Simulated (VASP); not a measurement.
# TaGe3W2 (P4/mmm) in VASP: further runs

TaGe3W2 is run at these levels: PBE; tasks: single point, relaxation of cell and atoms.

Program: VASP 6.6.1. These are calculated values, not measurements. Logs are shortened: lines on timing, memory, paths and dates and some standing lists are left out, and cuts for length are marked.

**1. The cell of the first run**

It takes space group P4/mmm (No. 123, tetragonal). Conventional cell: a = 3.804 Å, b = 3.804 Å, c = 8.805 Å, α = 90.00°, β = 90.00°, γ = 90.00°. Ta (site symmetry 4/mmm) has 6 Ge at 2.27 to 2.69 Å within 3.0 Å. Ge (site symmetry 4mm) has 1 W at 2.13 Å and 1 Ta at 2.27 Å within 2.8 Å. Ge (site symmetry 4/mmm) has 4 Ta at 2.69 Å and 8 Ge at 3.52 Å within 3.6 Å. W (site symmetry 4/mmm) has 2 Ge at 2.13 Å and 4 W at 2.69 Å within 2.8 Å. Within 3.5 Å of W (site symmetry 4/mmm) lie 4 W at 2.69 Å and 8 Ge at 3.43 Å.

The cell was built from a structure type or drawn by symmetry, and may not be a known phase.

**2. Single point, PBE**

Input file INCAR:

```
ALGO = Normal
EDIFF = 1E-6
ENCUT = 520
GGA = PE
ISIF = 2
ISMEAR = 0
LASPH = True
LCHARG = False
LREAL = False
LWAVE = False
NBANDS = 50
NELM = 80
PREC = Accurate
SIGMA = 0.1
```

Input file KPOINTS:

```
k-points
0
Gamma
  4 4 2
```

Input file POSCAR:

```
TaGe3W2
1.0
    3.8035891200      0.0000000000      0.0000000000
    0.0000000000      3.8035891200      0.0000000000
    0.0000000000      0.0000000000      8.8046840400
Ta Ge W
1 3 2
Direct
    0.0000000000      0.0000000000      0.0000000000
    0.0000000000      0.0000000000      0.2580289000
    0.0000000000      0.0000000000      0.7419711000
    0.5000000000      0.5000000000      0.0000000000
    0.0000000000      0.0000000000      0.5000000000
    0.5000000000      0.5000000000      0.5000000000
```

Potentials or basis: VASP PAW PBE potentials, release 64 (Ta_pv, Ge_d, W_sv).

Launch:

```
> cat potpaw_PBE.64/Ta_pv/POTCAR potpaw_PBE.64/Ge_d/POTCAR potpaw_PBE.64/W_sv/POTCAR > POTCAR
> mpirun -np 1 vasp_std > vasp.out
```

OUTCAR:

```text
EDIFF = 1E-6
   ENCUT = 520
   GGA = PE
   ISIF = 2
   ISMEAR = 0
   LASPH = True
   LREAL = False
   NELM = 80
   PREC = Accurate

 ion  position               nearest neighbor table
   1  0.000  0.000  0.000-   2 2.27   3 2.27   4 2.69   4 2.69   4 2.69   4 2.69
   2  0.000  0.000  0.258-   5 2.13   1 2.27
   3  0.000  0.000  0.742-   5 2.13   1 2.27
   4  0.500  0.500  0.000-   1 2.69   1 2.69   1 2.69   1 2.69
   5  0.000  0.000  0.500-   2 2.13   3 2.13   6 2.69   6 2.69   6 2.69   6 2.69
   6  0.500  0.500  0.500-   5 2.69   5 2.69   5 2.69   5 2.69

  LATTYP: Found a simple tetragonal cell.
 ALAT       =     3.8035891200
 C/A-ratio  =     2.3148357412

  Lattice vectors:

 A1 = (   3.8035891200,   0.0000000000,   0.0000000000)
 A2 = (   0.0000000000,   3.8035891200,   0.0000000000)
 A3 = (   0.0000000000,   0.0000000000,   8.8046840400)

Analysis of symmetry for initial positions (statically):
=====================================================================
 Subroutine PRICEL returns:
 Original cell was already a primitive cell.

 Routine SETGRP: Setting up the symmetry group for a
 simple tetragonal supercell.

 Subroutine GETGRP returns: Found 16 space group operations
 (whereof 16 operations were pure point group operations)
 out of a pool of 16 trial point group operations.

The static configuration has the point symmetry D_4h.

Analysis of symmetry for dynamics (positions and initial velocities):
=====================================================================
 Subroutine PRICEL returns:
 Original cell was already a primitive cell.

 Routine SETGRP: Setting up the symmetry group for a
 simple tetragonal supercell.

 Subroutine GETGRP returns: Found 16 space group operations
 (whereof 16 operations were pure point group operations)
 out of a pool of 16 trial point group operations.

The dynamic configuration has the point symmetry D_4h.

 Subroutine INISYM returns: Found 16 space group operations
 (whereof 16 operations are pure point group operations),
 and found     1 'primitive' translations

----------------------------------------------------------------------------------------

                                     Primitive cell

  volume of cell :     127.3799

  direct lattice vectors                    reciprocal lattice vectors
     3.803589120  0.000000000  0.000000000     0.262909575  0.000000000  0.000000000
     0.000000000  3.803589120  0.000000000     0.000000000  0.262909575  0.000000000
     0.000000000  0.000000000  8.804684040     0.000000000  0.000000000  0.113575910

  length of vectors
     3.803589120  3.803589120  8.804684040     0.262909575  0.262909575  0.113575910

  position of ions in fractional coordinates (direct lattice)
     0.000000000  0.000000000  0.000000000
     0.000000000  0.000000000  0.258028900
     0.000000000  0.000000000  0.741971100
     0.500000000  0.500000000  0.000000000
     0.000000000  0.000000000  0.500000000
     0.500000000  0.500000000  0.500000000

  ion indices of the primitive-cell ions
   primitive index   ion index
                 1           1
                 2           2
                 3           3
                 4           4
                 5           5
                 6           6

----------------------------------------------------------------------------------------

 KPOINTS: k-points

Automatic generation of k-mesh.
 Grid dimensions read from file:
 generate k-points for:    4    4    2

 Generating k-lattice:

  Cartesian coordinates                     Fractional coordinates (reciprocal lattice)
     0.065727394  0.000000000  0.000000000     0.250000000  0.000000000  0.000000000
     0.000000000  0.065727394  0.000000000     0.000000000  0.250000000  0.000000000
     0.000000000  0.000000000  0.056787955     0.000000000  0.000000000  0.500000000

  Length of vectors
     0.065727394  0.065727394  0.056787955

  Shift w.r.t. Gamma in fractional coordinates (k-lattice)
     0.000000000  0.000000000  0.000000000

 Subroutine IBZKPT returns following result:
[... 45 lines left out ...]
  free energy    TOTEN  =       -42.60243512 eV

  energy without entropy =      -42.57311956  energy(sigma->0) =      -42.58777734

 E-fermi :   5.5879     XC(G=0): -11.0177

 val. band max:        5.5114169066   @ k =   0.5000   0.2500   0.5000
 cond. band min:       5.5926049698   @ k =   0.0000   0.0000   0.0000
 fundamental gap:      0.0811880632
 Fermi energy:         5.5878859063

 k-point     1 :       0.0000    0.0000    0.0000
  band No.  band energies     occupation
      1     -68.7725      2.00000
      2     -67.5757      2.00000
      3     -33.0469      2.00000
      4     -33.0140      2.00000
      5     -33.0140      2.00000
      6     -32.3663      2.00000
[... 42 lines left out ...]
     49      10.0514      0.00000
     50      10.3537      0.00000

 k-point     2 :       0.2500    0.0000    0.0000
  band No.  band energies     occupation
      1     -68.7702      2.00000
      2     -67.5779      2.00000
      3     -33.0366      2.00000
      4     -32.9512      2.00000
      5     -32.9397      2.00000
      6     -32.3754      2.00000
[... 42 lines left out ...]
     49       9.2889      0.00000
     50      10.0454      0.00000

 k-point     3 :       0.5000    0.0000    0.0000
  band No.  band energies     occupation
      1     -68.7679      2.00000
      2     -67.5801      2.00000
      3     -33.0260      2.00000
      4     -32.8757      2.00000
      5     -32.8523      2.00000
      6     -32.3848      2.00000
[... 42 lines left out ...]
     49       8.3534      0.00000
     50       9.0822      0.00000

 k-point     4 :       0.2500    0.2500    0.0000
  band No.  band energies     occupation
      1     -68.7689      2.00000
      2     -67.5788      2.00000
      3     -33.0635      2.00000
      4     -33.0307      2.00000
      5     -32.8670      2.00000
      6     -32.3794      2.00000
[... 363 lines left out ...]
 k-point    11 :       0.5000    0.2500    0.5000
  band No.  band energies     occupation
      1     -68.7676      2.00000
      2     -67.5797      2.00000
      3     -33.0248      2.00000
      4     -33.0068      2.00000
      5     -32.9979      2.00000
      6     -32.3831      2.00000
[... 42 lines left out ...]
     49       8.4662      0.00000
     50       8.7409      0.00000

 k-point    12 :       0.5000    0.5000    0.5000
  band No.  band energies     occupation
      1     -68.7673      2.00000
      2     -67.5794      2.00000
      3     -33.1143      2.00000
      4     -33.1143      2.00000
      5     -33.0236      2.00000
      6     -32.3817      2.00000
[... 42 lines left out ...]
     49       8.3547      0.00000
     50       8.9139      0.00000

------------------------ aborting loop because EDIFF is reached ----------------------------------------

  FORCE on cell =-STRESS in cart. coord.  units (eV):
  Direction    XX          YY          ZZ          XY          YZ          ZX
  --------------------------------------------------------------------------------------
  -------------------------------------------------------------------------------------
  Total       -9.3953085     -9.3953085     54.2045503      0.0000000      0.0000000      0.0000000
  in kB     -118.1736526   -118.1736526    681.7817309      0.0000000      0.0000000      0.0000000
  external PRESSURE =     148.4781419 kB  Pullay stress =       0.0000000 kB

 VOLUME and BASIS-vectors are now :
 -----------------------------------------------------------------------------
  energy-cutoff  :      520.00
  volume of cell :      127.38
      direct lattice vectors                 reciprocal lattice vectors
     3.803589120  0.000000000  0.000000000     0.262909575  0.000000000  0.000000000
     0.000000000  3.803589120  0.000000000     0.000000000  0.262909575  0.000000000
     0.000000000  0.000000000  8.804684040     0.000000000  0.000000000  0.113575910

 POSITION                                       TOTAL-FORCE (eV/Angst)
 -----------------------------------------------------------------------------------
      0.00000      0.00000      0.00000         0.000000      0.000000      0.000000
      0.00000      0.00000      2.27186         0.000000      0.000000     -2.922892
      0.00000      0.00000      6.53282         0.000000      0.000000      2.922892
      1.90179      1.90179      0.00000         0.000000      0.000000      0.000000
      0.00000      0.00000      4.40234         0.000000      0.000000      0.000000
      1.90179      1.90179      4.40234         0.000000      0.000000      0.000000
 -----------------------------------------------------------------------------------
    total drift:                                0.000000      0.000000      0.000000

  FREE ENERGIE OF THE ION-ELECTRON SYSTEM (eV)
  ---------------------------------------------------
  free  energy   TOTEN  =       -42.6024351190 eV

  energy  without entropy=      -42.5731195617  energy(sigma->0) =      -42.58777734
```

It took 94 s on 1 thread of AMD EPYC 9R14 (Zen 4), shared host; peak memory 0.22 GiB.

What came out:

```
Free energy            : -42.6024 eV
Pressure               : 14.8 GPa
Largest force          : 2.923 eV/Å
Band gap on the k mesh : zero (an odd number of electrons rules out a gap without spin polarisation)
```

Forces in eV/Å, atoms in the order of the input:
```
Ta   0.000  0.000  0.000
Ge   0.000  0.000 -2.923
Ge   0.000  0.000  2.923
Ge   0.000  0.000  0.000
W    0.000  0.000  0.000
W    0.000  0.000  0.000
```

Levels at points of the mesh, in eV from the Fermi level:
```
           k point  band 36  band 37  band 38  band 39  band 40  band 41  band 42  band 43  band 44  band 45
(0.00, 0.00, 0.00)    -1.12    -1.02     0.00     0.16     0.16     0.41     0.41     1.12     2.18     2.18
(0.50, 0.00, 0.00)    -1.52    -1.47    -0.94    -0.94    -0.70    -0.12     0.15     0.72     0.93     1.38
(0.50, 0.50, 0.00)    -2.90    -1.18    -1.18    -0.46    -0.46    -0.32     0.24     1.23     1.73     1.99
(0.00, 0.00, 0.50)    -2.00    -1.13    -0.53    -0.53     0.03     0.93     0.93     1.12     2.08     2.08
(0.50, 0.00, 0.50)    -2.03    -1.77    -1.21    -0.85    -0.23    -0.12     0.16     0.17     0.96     1.15
(0.50, 0.50, 0.50)    -2.04    -2.04    -1.21    -0.88    -0.75     0.58     0.58     1.23     1.27     1.73
```

Caveat: the k points lie up to 0.41 Å⁻¹ apart, too coarse for converged energies and pressures of a metal; spin-orbit coupling is left out, which moves the levels of the heavy elements; forces of over 1 eV/Å act on the atoms, so gaps and moduli don't describe the material at rest.

(Continued in part 2 of 2.)
